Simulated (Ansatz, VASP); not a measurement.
One calculation of KCl, two programs

```
K Cl
1.0
     3.78358    0.00000    0.00000
     0.00000    3.78358    0.00000
     0.00000    0.00000    3.78358
K Cl
1 1
Direct
  0.00000 0.00000 0.00000
  0.50000 0.50000 0.50000
```

Alike in both runs: task single point; functional PBE; k mesh 8 × 8 × 8; occupations gaussian, width 0.05 eV; no spin polarisation.

|  | VASP | Ansatz |
| --- | --- | --- |
| version | VASP 6.6.1 | Ansatz 0.2.0 |
| potentials or method | VASP PAW PBE potentials, release 64 (K_sv, Cl), cutoff 520 eV | scalar-relativistic, plane waves, PAW |
| valence electrons in the cell | 16 | 16 |

```csv
,VASP,Ansatz,Ansatz less VASP
gap on the k mesh at the Fermi level (eV),4.98,4.99,+0.001
least direct gap on the mesh (eV),5.20,5.20,+0.001
pressure (GPa),0.9,0.8,-0.02
```
